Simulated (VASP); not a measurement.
# K (Im-3m) in VASP: further runs

The runs below take K through single point, relaxation of cell and atoms, with LDA.

All numbers are computed with VASP 6.6.1; they aren't measurements. Logs are shortened: lines on timing, memory, paths and dates and some standing lists are left out, and cuts for length are marked.

## Step 1: The cell of the first run

The structure is cubic, space group Im-3m (No. 229). The conventional cell has a = 5.043 Å, b = 5.043 Å, c = 5.043 Å, α = 90.00°, β = 90.00°, γ = 90.00°. K (site symmetry m-3m) has 14 K at 4.37 to 5.04 Å within 5.7 Å.

## Step 2: Single point, LDA

INCAR

```
SYSTEM = K
PREC     = Accurate       ! precision mode
ENCUT    = 500            ! plane-wave cutoff, eV
EDIFF    = 1E-6           ! SCF threshold, eV
ISMEAR   = 0              ! smearing method
SIGMA    = 0.02           ! smearing width, eV
LREAL    = .FALSE.        ! projectors in reciprocal space
LASPH    = .TRUE.         ! aspherical terms in the spheres
NELM     = 120            ! most SCF steps
ALGO     = Normal         ! electronic algorithm
ISIF     = 2              ! what is computed and relaxed
LWAVE    = .FALSE.        ! write WAVECAR
LCHARG   = .FALSE.        ! write CHGCAR
NBANDS   = 10             ! bands
GGA_COMPAT= .FALSE.
```

KPOINTS

```
regular mesh
0
G
  7 7 7
  0 0 0
```

POSCAR

```
K
1.0
   -2.5216906805      2.5216906805      2.5216906805
    2.5216906805     -2.5216906805      2.5216906805
    2.5216906805      2.5216906805     -2.5216906805
K
1
Direct
    0.0000000000      0.0000000000      0.0000000000
```

Potentials or basis: VASP PAW LDA potentials, release 64 (K_sv).

Run with:

```bash
$ cat potpaw_LDA.64/K_sv/POTCAR > POTCAR
$ mpirun -np 1 vasp_std > vasp.out
```

OUTCAR:

```text
SYSTEM = K
   PREC = Accurate
   ENCUT = 500
   EDIFF = 1E-6
   ISMEAR = 0
   LREAL = .FALSE.
   LASPH = .TRUE.
   NELM = 120
   ISIF = 2

 ion  position               nearest neighbor table
   1  0.000  0.000  0.000-

  LATTYP: Found a body centered cubic cell.
 ALAT       =     5.0433813610

  Lattice vectors:

 A1 = (  -2.5216906805,   2.5216906805,   2.5216906805)
 A2 = (   2.5216906805,  -2.5216906805,   2.5216906805)
 A3 = (   2.5216906805,   2.5216906805,  -2.5216906805)

Analysis of symmetry for initial positions (statically):
=====================================================================
 Subroutine PRICEL returns:
 Original cell was already a primitive cell.

 Routine SETGRP: Setting up the symmetry group for a
 body centered cubic supercell.

 Subroutine GETGRP returns: Found 48 space group operations
 (whereof 48 operations were pure point group operations)
 out of a pool of 48 trial point group operations.

The static configuration has the point symmetry O_h .

Analysis of symmetry for dynamics (positions and initial velocities):
=====================================================================
 Subroutine PRICEL returns:
 Original cell was already a primitive cell.

 Routine SETGRP: Setting up the symmetry group for a
 body centered cubic supercell.

 Subroutine GETGRP returns: Found 48 space group operations
 (whereof 48 operations were pure point group operations)
 out of a pool of 48 trial point group operations.

The dynamic configuration has the point symmetry O_h .

 Subroutine INISYM returns: Found 48 space group operations
 (whereof 48 operations are pure point group operations),
 and found     1 'primitive' translations

----------------------------------------------------------------------------------------

                                     Primitive cell

  volume of cell :      64.1410

  direct lattice vectors                    reciprocal lattice vectors
    -2.521690680  2.521690680  2.521690680     0.000000000  0.198279672  0.198279672
     2.521690680 -2.521690680  2.521690680     0.198279672  0.000000000  0.198279672
     2.521690680  2.521690680 -2.521690680     0.198279672  0.198279672  0.000000000

  length of vectors
     4.367696380  4.367696380  4.367696380     0.280409801  0.280409801  0.280409801

  position of ions in fractional coordinates (direct lattice)
     0.000000000  0.000000000  0.000000000

[... 72 lines left out ...]
   EDIFFG = 0.1E-04   stopping-criterion for IOM
   NSW    =      0    number of steps for IOM
   IBRION =     -1    ionic relax: 0-MD 1-quasi-New 2-CG
   NFREE  =      0    steps in history (QN), initial steepest desc. (CG)
   ISIF   =      2    stress and relaxation
   ISYM   =      2    0-nonsym 1-usesym 2-fastsym
   POTIM  = 0.5000    time-step for ionic-motion
   TEBEG  =    0.0;   TEEND  =   0.0 temperature during run
   PSTRESS=    0.0 pullay stress
   NELECT =       9.0000    total number of electrons
   NUPDOWN=      -1.0000    fix difference up-down
   EMIN   =  10.00;   EMAX   =-10.00  energy-range for DOS
   EFERMI =   0.00;   METHOD = LEGACY
   ISMEAR =     0;   SIGMA  =   0.02  broadening in eV -4-tet -1-fermi 0-gaus
   EFERMI_NEDOS =   21; number of points for ismear=-14 and -15
   IALGO  =     38    algorithm
   IMIX   =      4    mixing-type and parameters
     AMIX     =   0.40;   BMIX     =  1.00
     AMIX_MAG =   1.60;   BMIX_MAG =  1.00
  volume/ion in A,a.u.               =      64.14       432.84
  Fermi-wavevector in a.u.,A,eV,Ry     =   0.850701  1.607593  9.846441  0.723693
  Thomas-Fermi vector in A             =   1.966720
   LORBIT       =      0    0 simple, 1 ext, 2 COOP (PROOUT), +10 PAW based schemes
   GGA     = CA    functional components
   LHFCALC =     F    Hartree Fock is set to
   AEXX    =    0.0000 exact exchange contribution
   IVDW    =     0    specifies the selected vdW correction
   LEPSILON=     F    determine dielectric tensor
   LRPA    =     F    only Hartree local field effects (RPA)
 non-spin polarized calculation
 Gauss-broadening in eV      SIGMA  =   0.02
  energy-cutoff  :      500.00
  volume of cell :       64.14
 maximum number of plane-waves:      1642
   NGX = 15   NGY = 15   NGZ = 15

 number of electron       8.9999998 magnetization

 Free energy of the ion-electron system (eV)
  ---------------------------------------------------
  ext. energy  EPLUGINS =         0.00000000
  ---------------------------------------------------
  free energy    TOTEN  =        -1.16612148 eV

  energy without entropy =       -1.16551575  energy(sigma->0) =       -1.16581862

 E-fermi :  -0.0657     XC(G=0):  -6.2333

 val. band max:       -0.0762855481   @ k =  -0.2857   0.4286   0.1429
 cond. band min:       0.1295885825   @ k =  -0.4286   0.4286   0.1429
 fundamental gap:      0.2058741306
 Fermi energy:        -0.0657374478

 k-point     1 :       0.0000    0.0000    0.0000
  band No.  band energies     occupation
      1     -31.7408      2.00000
      2     -15.4072      2.00000
      3     -15.4072      2.00000
      4     -15.4072      2.00000
      5      -2.3655      2.00000
      6       4.2827      0.00000
      7       4.2827      0.00000
      8       4.2827      0.00000
      9       5.3124      0.00000
     10       5.3124      0.00000
[... 235 lines left out ...]
 k-point    20 :      -0.4286    0.4286    0.4286
  band No.  band energies     occupation
      1     -31.7265      2.00000
      2     -15.4875      2.00000
      3     -15.4837      2.00000
      4     -15.4837      2.00000
      5       1.3417      0.00000
      6       1.6964      0.00000
      7       3.7413      0.00000
      8       3.7696      0.00000
      9       3.7696      0.00000
     10       6.3719      0.00000

------------------------ aborting loop because EDIFF is reached ----------------------------------------

  FORCE on cell =-STRESS in cart. coord.  units (eV):
  Direction    XX          YY          ZZ          XY          YZ          ZX
  --------------------------------------------------------------------------------------
  -------------------------------------------------------------------------------------
  Total       -0.0103071     -0.0103071     -0.0103071     -0.0000000     -0.0000000     -0.0000000
  in kB       -0.2574600     -0.2574600     -0.2574600     -0.0000000     -0.0000000     -0.0000000
  external PRESSURE =      -0.2574600 kB  Pullay stress =       0.0000000 kB

 VOLUME and BASIS-vectors are now :
 -----------------------------------------------------------------------------
  energy-cutoff  :      500.00
  volume of cell :       64.14
      direct lattice vectors                 reciprocal lattice vectors
    -2.521690680  2.521690680  2.521690680     0.000000000  0.198279672  0.198279672
     2.521690680 -2.521690680  2.521690680     0.198279672  0.000000000  0.198279672
     2.521690680  2.521690680 -2.521690680     0.198279672  0.198279672  0.000000000

 POSITION                                       TOTAL-FORCE (eV/Angst)
 -----------------------------------------------------------------------------------
      0.00000      0.00000      0.00000         0.000000      0.000000      0.000000
 -----------------------------------------------------------------------------------
    total drift:                                0.000000      0.000000     -0.000000

  FREE ENERGIE OF THE ION-ELECTRON SYSTEM (eV)
  ---------------------------------------------------
  free  energy   TOTEN  =        -1.1661214809 eV

  energy  without entropy=       -1.1655157500  energy(sigma->0) =       -1.16581862
```

OSZICAR:

```text
N       E                     dE             d eps       ncg     rms          rms(c)
DAV:   1     0.483580389245E+02    0.48358E+02   -0.36316E+03   400   0.686E+02
DAV:   2     0.635786176617E+00   -0.47722E+02   -0.46739E+02   436   0.204E+02
DAV:   3    -0.110667121155E+01   -0.17425E+01   -0.17392E+01   606   0.295E+01
DAV:   4    -0.116551028442E+01   -0.58839E-01   -0.58809E-01   550   0.480E+00
DAV:   5    -0.116801249695E+01   -0.25022E-02   -0.25017E-02   612   0.652E-01    0.248E+00
DAV:   6    -0.116656702636E+01    0.14455E-02   -0.21048E-03   578   0.325E-01    0.156E+00
DAV:   7    -0.116611344940E+01    0.45358E-03   -0.36184E-03   542   0.358E-01    0.708E-02
DAV:   8    -0.116611512326E+01   -0.16739E-05   -0.36088E-04   534   0.196E-01    0.204E-02
DAV:   9    -0.116612162068E+01   -0.64974E-05   -0.12228E-05   508   0.255E-02    0.735E-03
DAV:  10    -0.116612148094E+01    0.13974E-06   -0.26767E-06   556   0.137E-02
   1 F= -.11661215E+01 E0= -.11658186E+01  d E =-.605731E-03
```

Run time: 5 s. Hardware: 1 thread of AMD EPYC 9R45 (Zen 5), shared host; peak memory 0.12 GiB.

Results:

| Property | Result |
| --- | --- |
| Free energy | -1.1661 eV |
| Pressure | 0.0 GPa |

Levels at points of the mesh, in eV from the Fermi level:
```tsv
k point	band 3	band 4	band 5	band 6	band 7	band 8
(0.00, 0.00, 0.00)	-15.34	-15.34	-2.30	4.35	4.35	4.35
```

## Step 3: Single point, LDA

INCAR

```
ALGO = Normal
EDIFF = 1E-6
ENCUT = 500
GGA_COMPAT = F
ISIF = 2
ISMEAR = 0
LASPH = T
LCHARG = F
LREAL = F
LWAVE = F
NBANDS = 10
NELM = 120
PREC = Accurate
SIGMA = 0.02
```

KPOINTS

```
k-points
0
Gamma
  7 7 7
```

POSCAR is that of step 2.

Potentials or basis: VASP PAW LDA potentials, release 64 (K_sv).

Run with:

```bash
$ cat potpaw_LDA.64/K_sv/POTCAR > POTCAR
$ mpirun -np 1 vasp_std > vasp.out
```

Run time: 4.9 s. Hardware: 1 thread of AMD EPYC 9R45 (Zen 5), shared host; peak memory 0.12 GiB.

The run converged. Its results:

```yaml
Free_energy: -1.1661 eV
Pressure: 0.0 GPa
```

Levels at points of the mesh, in eV from the Fermi level:
```tsv
k point	band 3	band 4	band 5	band 6	band 7	band 8
(0.00, 0.00, 0.00)	-15.34	-15.34	-2.30	4.35	4.35	4.35
```

## Step 4: Relaxation of cell and atoms, LDA

INCAR

```
ALGO = Normal
EDIFF = 1E-7
EDIFFG = -0.01
ENCUT = 500
GGA = CA
GGA_COMPAT = False
IBRION = 2
ISIF = 3
ISMEAR = 0
LASPH = True
LCHARG = False
LREAL = False
LWAVE = False
NELM = 120
NELMIN = 4
NSW = 60
PREC = Accurate
SIGMA = 0.02
```

KPOINTS is that of step 3.

POSCAR is that of step 3.

Run with:

```bash
$ cat potpaw_LDA.64/K_sv/POTCAR > POTCAR
$ mpirun -np 1 vasp_std > vasp.out
```

Wall time 7.3 s (1 thread of AMD EPYC 9R45 (Zen 5), shared host); peak memory 0.12 GiB.

It converged, with:

```
Free energy                            : -1.1661 eV
Relaxed volume                         : 64.04 Å³/atom
Relaxed cell                           : a = 4.365 Å, b = 4.365 Å, c = 4.365 Å, α = 109.47°, β = 109.47°, γ = 109.47°
Space group after relaxing (to 0.05 Å) : Im-3m (No. 229)
Energy gained by relaxing              : 0.0 meV/atom
Ionic steps                            : 2
Pressure after relaxing                : 0.0 GPa
```

Final structure:
```
CELL_PARAMETERS angstrom
-2.52031 2.52031 2.52031
2.52031 -2.52031 2.52031
2.52031 2.52031 -2.52031
ATOMIC_POSITIONS crystal
K 0.00000 0.00000 0.00000
```

Levels at points of the mesh, in eV from the Fermi level:
| k point | band 2 | band 3 | band 4 | band 5 | band 6 | band 7 | band 8 |
| --- | --- | --- | --- | --- | --- | --- | --- |
| (0.00, 0.00, 0.00) | -15.34 | -15.34 | -15.34 | -2.30 | 4.35 | 4.35 | 4.35 |
